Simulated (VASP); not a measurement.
# LiCl (P1) in VASP: a series of runs

LiCl is run at these levels: PBEsol; tasks: single point.

All numbers are computed with VASP 6.6.1; they aren't measurements. Logs are shortened: lines on timing, memory, paths and dates and some standing lists are left out, and cuts for length are marked.

## 1. The cell of the first run

The typed cell holds 16 atoms: a = 7.308 Å, b = 7.308 Å, c = 7.308 Å, α = 60.00°, β = 60.00°, γ = 60.00°.

## 2. Single point, PBEsol

INCAR reads:

```
ALGO = Normal ; EDIFF = 1E-6
ENCUT = 650 ; GGA = PS
GGA_COMPAT = F ; ISIF = 2
ISMEAR = -1 ; ISYM = -1
LASPH = T ; LCHARG = T
LELF = T ; LREAL = Auto
LVHAR = T ; LWAVE = F
NBANDS = 54 ; NELM = 120
PREC = Accurate ; SIGMA = 0.0689
```

KPOINTS reads:

```
explicit points
4
Reciprocal
  0.25000000   0.25000000   0.25000000 2
  0.25000000   0.25000000   0.75000000 2
  0.25000000   0.75000000   0.25000000 2
  0.25000000   0.75000000   0.75000000 2
```

POSCAR reads:

```
LiCl
1.0
   -5.1675590000     -5.1675590000      0.0000000000
    0.0000000000     -5.1675590000      5.1675590000
   -5.1675590000      0.0000000000      5.1675590000
Li Cl
8 8
Direct
    0.5378980675     -0.0446715751      0.0281034043
   -0.0128035306     -0.0068852625      0.0444469042
    0.4974791773      0.4745842283      0.0105351482
    0.0134127158      0.4721200087     -0.0261187149
    0.4710961210     -0.0482728886      0.4944878230
   -0.0235657687      0.0019182171      0.5280960508
    0.4824317439      0.5057570702      0.4867751873
    0.0581070289      0.4058590332      0.4932916102
    0.7207057529      0.2412352718      0.2660144761
    0.2396164224      0.2650032636      0.2188158858
    0.7340501579      0.7631880933      0.2574692422
    0.2653742318      0.7740583126      0.2369072129
    0.7309078619      0.2477873015      0.7672898365
    0.2883909985      0.2398243542      0.7278956080
    0.7914706924      0.7682839228      0.7525707012
    0.2297878941      0.7541492027      0.7245812772
```

Potentials or basis: VASP PAW PBE potentials, release 64 (Li_sv, Cl).

The run is started by

```console
$ cat potpaw_PBE.64/Li_sv/POTCAR potpaw_PBE.64/Cl/POTCAR > POTCAR
$ mpirun -np 1 vasp_std > vasp.out
```

OUTCAR:

```text
EDIFF = 1E-6
   ENCUT = 650
   GGA = PS
   ISIF = 2
   ISMEAR = -1
   ISYM = -1
   LASPH = T
   LREAL = Auto
   NELM = 120
   PREC = Accurate

 ion  position               nearest neighbor table
   1  0.538  0.955  0.028-  11 2.21  12 2.37  15 2.42  13 2.54
   2  0.987  0.993  0.044-   9 2.44  12 2.46  11 2.51
   3  0.497  0.475  0.011-  10 2.43  13 2.43   9 2.48
   4  0.013  0.472  0.974-  15 2.35  10 2.44  14 2.49  16 2.59
   5  0.471  0.952  0.494-  11 2.24  16 2.27
   6  0.976  0.002  0.528-  15 2.17  16 2.34  13 2.51
   7  0.482  0.506  0.487-  14 2.39  12 2.43   9 2.51  16 2.51
   8  0.058  0.406  0.493-  10 2.21  14 2.45  13 2.59
   9  0.721  0.241  0.266-   2 2.44   3 2.48   7 2.51
  10  0.240  0.265  0.219-   8 2.21   3 2.43   4 2.44
  11  0.734  0.763  0.257-   1 2.21   5 2.24   2 2.51
  12  0.265  0.774  0.237-   1 2.37   7 2.43   2 2.46
  13  0.731  0.248  0.767-   3 2.43   6 2.51   1 2.54   8 2.59
  14  0.288  0.240  0.728-   7 2.39   8 2.45   4 2.49
  15  0.791  0.768  0.753-   6 2.17   4 2.35   1 2.42
  16  0.230  0.754  0.725-   5 2.27   6 2.34   7 2.51   4 2.59

IMPORTANT INFORMATION: All symmetrisations will be switched off!
NOSYMM: (Re-)initialisation of all symmetry stuff for point group C_1.

----------------------------------------------------------------------------------------

                                     Primitive cell

  volume of cell :     275.9855

  direct lattice vectors                    reciprocal lattice vectors
    -5.167559000 -5.167559000  0.000000000    -0.096757483 -0.096757483 -0.096757483
     0.000000000 -5.167559000  5.167559000     0.096757483 -0.096757483  0.096757483
    -5.167559000  0.000000000  5.167559000    -0.096757483  0.096757483  0.096757483

  length of vectors
     7.308032022  7.308032022  7.308032022     0.167588876  0.167588876  0.167588876

  position of ions in fractional coordinates (direct lattice)
     0.537898068  0.955328425  0.028103404
     0.987196469  0.993114738  0.044446904
     0.497479177  0.474584228  0.010535148
     0.013412716  0.472120009  0.973881285
     0.471096121  0.951727111  0.494487823
     0.976434231  0.001918217  0.528096051
[... 8 lines left out ...]
     0.791470692  0.768283923  0.752570701
     0.229787894  0.754149203  0.724581277

  ion indices of the primitive-cell ions
   primitive index   ion index
                 1           1
                 2           2
                 3           3
                 4           4
                 5           5
                 6           6
[... 8 lines left out ...]
                15          15
                16          16

----------------------------------------------------------------------------------------

 KPOINTS: explicit points

Read explicit list of k-points.

 Found      4 k-points:

 Following reciprocal coordinates:
            Coordinates               Weight
  0.250000  0.250000  0.250000      0.250000
  0.250000  0.250000  0.750000      0.250000
  0.250000  0.750000  0.250000      0.250000
  0.250000  0.750000  0.750000      0.250000
   k-points           NKPTS =      4   k-points in BZ     NKDIM =      4   number of bands    NBANDS=     54
   number of dos      NEDOS =    301   number of ions     NIONS =     16
   total plane-waves  NPLWV = 262144
   dimension x,y,z NGX =    64 NGY =   64 NGZ =   64
   dimension x,y,z NGXF=   128 NGYF=  128 NGZF=  128
   ions per type =               8   8
   NGX,Y,Z   is equivalent  to a cutoff of  14.56, 14.56, 14.56 a.u.
   NGXF,Y,Z  is equivalent  to a cutoff of  29.12, 29.12, 29.12 a.u.
 SYSTEM =  unknown system
   PREC   = accura    normal or accurate (medium, high low for compatibility)
   ISTART =      0    job   : 0-new  1-cont  2-samecut
   ICHARG =      2    charge: 1-file 2-atom 10-const
   ISPIN  =      1    spin polarized calculation?
   LNONCOLLINEAR =      F non collinear calculations
   LSORBIT =      F    spin-orbit coupling
   LASPH  =      T    aspherical Exc in radial PAW
   ENCUT  =  650.0 eV  47.77 Ry    6.91 a.u.  15.19 15.19 15.19*2*pi/ulx,y,z
   NELM   =    120;   NELMIN=  2; NELMDL= -5     # of ELM steps
   EDIFF  = 0.1E-05   stopping-criterion for ELM
   LREAL  =      T    real-space projection
   EDIFFG = 0.1E-04   stopping-criterion for IOM
   NSW    =      0    number of steps for IOM
   IBRION =     -1    ionic relax: 0-MD 1-quasi-New 2-CG
   NFREE  =      0    steps in history (QN), initial steepest desc. (CG)
   ISIF   =      2    stress and relaxation
   ISYM   =     -1    0-nonsym 1-usesym 2-fastsym
   POTIM  = 0.5000    time-step for ionic-motion
   TEBEG  =    0.0;   TEEND  =   0.0 temperature during run
   PSTRESS=    0.0 pullay stress
   NELECT =      80.0000    total number of electrons
   NUPDOWN=      -1.0000    fix difference up-down
   EMIN   =  10.00;   EMAX   =-10.00  energy-range for DOS
   EFERMI =   0.00;   METHOD = LEGACY
   ISMEAR =    -1;   SIGMA  =   0.07  broadening in eV -4-tet -1-fermi 0-gaus
   EFERMI_NEDOS =   21; number of points for ismear=-14 and -15
   IALGO  =     38    algorithm
   IMIX   =      4    mixing-type and parameters
     AMIX     =   0.40;   BMIX     =  1.00
     AMIX_MAG =   1.60;   BMIX_MAG =  1.00
  volume/ion in A,a.u.               =      17.25       116.40
  Fermi-wavevector in a.u.,A,eV,Ry     =   1.083451  2.047426 15.971426  1.173867
  Thomas-Fermi vector in A             =   2.219518
   LORBIT       =      0    0 simple, 1 ext, 2 COOP (PROOUT), +10 PAW based schemes
   GGA     = PS    functional components
   LHFCALC =     F    Hartree Fock is set to
   AEXX    =    0.0000 exact exchange contribution
   IVDW    =     0    specifies the selected vdW correction
   LEPSILON=     F    determine dielectric tensor
   LRPA    =     F    only Hartree local field effects (RPA)
 non-spin polarized calculation
  energy-cutoff  :      650.00
  volume of cell :      275.99
 maximum number of plane-waves:     10399
 NGX is ok and might be reduce to    60
   NGX = 31   NGY = 31   NGZ = 31

 number of electron      79.9999997 magnetization

 Free energy of the ion-electron system (eV)
  ---------------------------------------------------
  ext. energy  EPLUGINS =         0.00000000
  ---------------------------------------------------
  free energy    TOTEN  =       -59.87691614 eV

  energy without entropy =      -59.87691614  energy(sigma->0) =      -59.87691614

 E-fermi :   2.2419     XC(G=0):  -8.7629

 val. band max:        0.5893462783   @ k =   0.2500   0.2500   0.2500
 cond. band min:       6.6592938282   @ k =   0.2500   0.2500   0.2500
 fundamental gap:      6.0699475499
 Fermi energy:         2.2419394534

 k-point     1 :       0.2500    0.2500    0.2500
  band No.  band energies     occupation
      1     -42.7675      2.00000
      2     -42.6818      2.00000
      3     -42.6616      2.00000
      4     -42.4429      2.00000
      5     -42.3825      2.00000
      6     -42.2725      2.00000
[... 44 lines left out ...]
     51       8.9771      0.00000
     52       9.5094      0.00000

 k-point     2 :       0.2500    0.2500    0.7500
  band No.  band energies     occupation
      1     -42.7675      2.00000
      2     -42.6818      2.00000
      3     -42.6616      2.00000
      4     -42.4429      2.00000
      5     -42.3825      2.00000
      6     -42.2724      2.00000
[... 44 lines left out ...]
     51       9.5038      0.00000
     52       9.5633      0.00000

 k-point     3 :       0.2500    0.7500    0.2500
  band No.  band energies     occupation
      1     -42.7675      2.00000
      2     -42.6818      2.00000
      3     -42.6616      2.00000
      4     -42.4429      2.00000
      5     -42.3825      2.00000
      6     -42.2724      2.00000
[... 44 lines left out ...]
     51       9.5172      0.00000
     52       9.7361      0.00000

 k-point     4 :       0.2500    0.7500    0.7500
  band No.  band energies     occupation
      1     -42.7675      2.00000
      2     -42.6818      2.00000
      3     -42.6616      2.00000
      4     -42.4429      2.00000
      5     -42.3825      2.00000
      6     -42.2724      2.00000
[... 44 lines left out ...]
     51       9.5708      0.00000
     52       9.7063      0.00000
 [bands above 52 left out]

------------------------ aborting loop because EDIFF is reached ----------------------------------------

  FORCE on cell =-STRESS in cart. coord.  units (eV):
  Direction    XX          YY          ZZ          XY          YZ          ZX
  --------------------------------------------------------------------------------------
  -------------------------------------------------------------------------------------
  Total        0.3939859      1.1311484      0.6228086      0.4029142      0.2377849     -0.1892637
  in kB        2.2872041      6.5666497      3.6155872      2.3390356      1.3804114     -1.0987315
  external PRESSURE =       4.1564803 kB  Pullay stress =       0.0000000 kB

 VOLUME and BASIS-vectors are now :
 -----------------------------------------------------------------------------
  energy-cutoff  :      650.00
  volume of cell :      275.99
      direct lattice vectors                 reciprocal lattice vectors
    -5.167559000 -5.167559000  0.000000000    -0.096757483 -0.096757483 -0.096757483
     0.000000000 -5.167559000  5.167559000     0.096757483 -0.096757483  0.096757483
    -5.167559000  0.000000000  5.167559000    -0.096757483  0.096757483  0.096757483

 POSITION                                       TOTAL-FORCE (eV/Angst)
 -----------------------------------------------------------------------------------
     -2.92485     -7.71634      5.08194         0.666696     -0.145628     -0.185800
     -5.33108    -10.23338      5.36166         0.074211     -0.013587     -0.092522
     -2.62519     -5.02320      2.50688         0.010399     -0.202930      0.088891
     -5.10190     -2.50902      7.47230         0.076539     -0.019914      0.009576
     -4.98971     -7.35252      7.47340        -0.200333     -0.421995      0.483463
     -7.77475     -5.05569      2.73888         0.286243     -0.355801     -0.110633
[... 8 lines left out ...]
     -7.97892     -8.06012      7.85911         0.460847      1.457341     -0.312593
     -4.93176     -5.08455      7.64143        -0.874168     -0.348541      0.262996
 -----------------------------------------------------------------------------------
    total drift:                                0.009160     -0.001740     -0.012402

  FREE ENERGIE OF THE ION-ELECTRON SYSTEM (eV)
  ---------------------------------------------------
  free  energy   TOTEN  =       -59.8769161406 eV

  energy  without entropy=      -59.8769161405  energy(sigma->0) =      -59.87691614
```

Wall time 1.7 min (1 thread of Intel Xeon 6975P-C (Granite Rapids), shared host); peak memory 0.52 GiB.

What came out:

* Free energy: -59.8769 eV
* Pressure: 0.4 GPa
* Largest force: 1.560 eV/Å
* Band gap on the k mesh: 6.07 eV

Forces in eV/Å, atoms in the order of the input:
```
Li   0.667 -0.146 -0.186
Li   0.074 -0.014 -0.093
Li   0.010 -0.203  0.089
Li   0.077 -0.020  0.010
Li  -0.200 -0.422  0.483
Li   0.286 -0.356 -0.111
Li  -0.133 -0.031  0.000
Li  -0.026  0.007  0.801
Cl   0.010 -0.496 -0.176
Cl  -0.154  0.138 -0.086
Cl  -0.801 -0.011 -0.386
Cl   0.296  0.421 -0.357
Cl  -0.118 -0.626 -0.024
Cl   0.426  0.650  0.086
Cl   0.461  1.457 -0.313
Cl  -0.874 -0.349  0.263
```

Stress tensor (GPa, compression positive):
```
 0.23  0.23 -0.11
 0.23  0.66  0.14
-0.11  0.14  0.36
```

Levels at points of the mesh, in eV from the valence-band top:
```csv
k point,band 37,band 38,band 39,band 40,band 41,band 42,band 43,band 44
"(0.25, 0.25, 0.25)",-0.49,-0.38,-0.18,0.00,6.07,6.42,6.76,6.84
```

Caveat: the atoms stand as in a frame of molecular dynamics; the PAW data sets were made with another functional, which shifts forces and pressure a little; a shifted mesh leaves out Γ, where band edges can lie. A k mesh can miss the band edges.

## 3. Single point, PBEsol

INCAR reads:

```
SYSTEM = LiCl
ALGO     = Normal         ! electronic algorithm
EDIFF    = 1E-6           ! SCF threshold, eV
ENCUT    = 650            ! plane-wave cutoff, eV
GGA      = PS             ! functional
GGA_COMPAT= .False.      
ISIF     = 2              ! what is computed and relaxed
ISMEAR   = -1             ! smearing method
ISYM     = -1           
LASPH    = .True.         ! aspherical terms in the spheres
LCHARG   = .False.        ! write CHGCAR
LREAL    = Auto         
LWAVE    = .False.        ! write WAVECAR
NBANDS   = 54             ! bands
NELM     = 120            ! most SCF steps
PREC     = Accurate       ! precision mode
SIGMA    = 0.0689         ! smearing width, eV
```

KPOINTS is that of step 2.

POSCAR reads:

```
LiCl
1.0
   -5.1737290000     -5.1737290000      0.0000000000
    0.0000000000     -5.1737290000      5.1737290000
   -5.1737290000      0.0000000000      5.1737290000
Li Cl
8 8
Direct
    0.5358158497      0.0057813233     -0.0414322049
   -0.0352045884      0.0022140704      0.0352824819
    0.5020803177      0.5239736175     -0.0266257664
   -0.0023265618      0.4580558819     -0.0365606703
    0.4740952802     -0.0160484826      0.5402384818
   -0.0365946883      0.0342733452      0.4513987880
    0.4697064728      0.5114877490      0.5279658057
   -0.0398448585      0.5306697548      0.5088657523
    0.7229444178      0.2537843594      0.2507418730
    0.2266251286      0.2591973797      0.2215751927
    0.7606425655      0.7404072575      0.2732022686
    0.2507751179      0.7912270821      0.2175273386
    0.7509951720      0.2678697512      0.7517833849
    0.2882757292      0.2324537099      0.7232874973
    0.7697008289      0.7375822158      0.7617601347
    0.2212570469      0.7448353016      0.7466906365
```

Potentials or basis: VASP PAW PBE potentials, release 64 (Li_sv, Cl).

The run is started by

```console
$ cat potpaw_PBE.64/Li_sv/POTCAR potpaw_PBE.64/Cl/POTCAR > POTCAR
$ mpirun -np 1 vasp_std > vasp.out
```

Run time: 91 s. Hardware: 1 thread of Intel Xeon 6975P-C (Granite Rapids), shared host; peak memory 0.53 GiB.

The run converged. Its results:

- Free energy: -60.1659 eV
- Pressure: -0.7 GPa
- Largest force: 0.785 eV/Å
- Band gap on the k mesh: 5.84 eV

Forces in eV/Å, atoms in the order of the input:
```
Li  -0.089  0.227  0.496
Li   0.001  0.043 -0.297
Li   0.090  0.434  0.164
Li  -0.720 -0.193  0.247
Li   0.356  0.067 -0.551
Li  -0.561 -0.364 -0.022
Li   0.102 -0.242 -0.140
Li  -0.219 -0.123 -0.496
Cl   0.200 -0.157  0.003
Cl  -0.218 -0.108  0.102
Cl   0.607  0.124  0.220
Cl  -0.170  0.366 -0.236
Cl  -0.008  0.156 -0.150
Cl   0.294  0.153  0.481
Cl   0.616  0.067  0.025
Cl  -0.281 -0.450  0.154
```

Stress tensor (GPa, compression positive):
```
-0.45 -0.33 -0.03
-0.33 -1.13 -0.12
-0.03 -0.12 -0.40
```

Levels at points of the mesh, in eV from the valence-band top:
```tsv
k point	band 38	band 39	band 40	band 41	band 42	band 43
(0.25, 0.25, 0.25)	-0.51	-0.15	0.00	5.84	6.24	6.50
```

Caveat: the atoms stand as in a frame of molecular dynamics; the PAW data sets were made with another functional, which shifts forces and pressure a little; a shifted mesh leaves out Γ, where band edges can lie.

## 4. Single point, PBEsol

INCAR reads:

```
PREC = Accurate ; ENCUT = 650
EDIFF = 1E-6 ; ISMEAR = -1
SIGMA = 0.0689 ; LREAL = Auto
LASPH = T ; NELM = 120
ALGO = Normal ; ISIF = 2
LWAVE = F ; LCHARG = F
GGA = PS ; NBANDS = 54
GGA_COMPAT = F ; ISYM = -1
```

KPOINTS is that of step 3.

POSCAR reads:

```
LiCl
1.0
   -5.1786930000     -5.1786930000      0.0000000000
    0.0000000000     -5.1786930000      5.1786930000
   -5.1786930000      0.0000000000      5.1786930000
Li Cl
8 8
Direct
    0.4189033797      0.0429643155      0.0000623709
   -0.0140232294      0.0164954748     -0.0320015108
    0.4457211501      0.4882208696      0.0023440277
    0.0309002677      0.5040905109     -0.0234373808
    0.5116309270      0.0057550235      0.4916710645
    0.0128332573      0.0015819629      0.5129327998
    0.5650923891      0.5219620086      0.4331509900
    0.0359117638      0.5345340996      0.4805308984
    0.7332731444      0.2678153542      0.2392255150
    0.2315084134      0.2425405406      0.2382423519
    0.7516002590      0.7625686636      0.2583678932
    0.2304747549      0.7543571322      0.2291921919
    0.7889365135      0.2919895039      0.7010050605
    0.2299889181      0.2414842896      0.7375866845
    0.7296559190      0.7364134155      0.7600840598
    0.2431610640      0.7555135050      0.7465753425
```

The run is started by

```console
$ cat potpaw_PBE.64/Li_sv/POTCAR potpaw_PBE.64/Cl/POTCAR > POTCAR
$ mpirun -np 1 vasp_std > vasp.out
```

Wall time 90 s (1 thread of Intel Xeon 6975P-C (Granite Rapids), shared host); peak memory 0.53 GiB.

It converged, with:

```yaml
Free_energy: -60.0378 eV
Pressure: -0.3 GPa
Largest_force: 0.974 eV/Å
Band_gap_on_the_k_mesh: 5.93 eV
```

Forces in eV/Å, atoms in the order of the input:
```
Li  -0.225  0.041 -0.644
Li  -0.039  0.091  0.197
Li  -0.374 -0.612 -0.036
Li   0.461  0.356  0.104
Li  -0.226 -0.072 -0.029
Li   0.318  0.323  0.082
Li  -0.073  0.357 -0.003
Li   0.178  0.877  0.280
Cl  -0.074  0.123 -0.076
Cl  -0.094 -0.355  0.011
Cl   0.453 -0.375 -0.165
Cl  -0.246 -0.721  0.133
Cl   0.258  0.936 -0.075
Cl  -0.390 -0.503  0.149
Cl  -0.074 -0.590  0.335
Cl   0.145  0.124 -0.265
```

Stress tensor (GPa, compression positive):
```
-0.60 -0.09 -0.03
-0.09  0.56 -0.02
-0.03 -0.02 -0.96
```

Levels at points of the mesh, in eV from the valence-band top:
| k point | band 38 | band 39 | band 40 | band 41 | band 42 | band 43 |
| --- | --- | --- | --- | --- | --- | --- |
| (0.25, 0.25, 0.25) | -0.33 | -0.17 | 0.00 | 5.93 | 6.34 | 6.61 |

Caveat: the atoms stand as in a frame of molecular dynamics; the PAW data sets were made with another functional, which shifts forces and pressure a little; a shifted mesh leaves out Γ, where band edges can lie. A k mesh can miss the band edges.

## 5. Summary

| cell | gap on the mesh (eV) | pressure (GPa) | largest force (eV/Å) |
| --- | --- | --- | --- |
| a = 7.308 Å, angles 60.0°, 16 atoms, atomic positions A | 6.07 | 0.4 | 1.56 |
| a = 7.317 Å, angles 60.0°, 16 atoms, atomic positions B | 5.84 | -0.7 | 0.79 |
| a = 7.324 Å, angles 60.0°, 16 atoms, atomic positions C | 5.93 | -0.3 | 0.97 |

Alike in all rows: task single point; level PBEsol; potentials or basis VASP PAW PBE potentials, release 64 (Li_sv, Cl); no spin polarisation; k mesh 2 × 2 × 2, shifted; cutoff (eV) 650; smearing fermi-dirac 0.0689 eV.

Caveats: the atoms stand as in a frame of molecular dynamics; the PAW data sets were made with another functional, which shifts forces and pressure a little; a shifted mesh leaves out Γ, where band edges can lie.

Absolute energies hang on the potentials; compare differences alone.
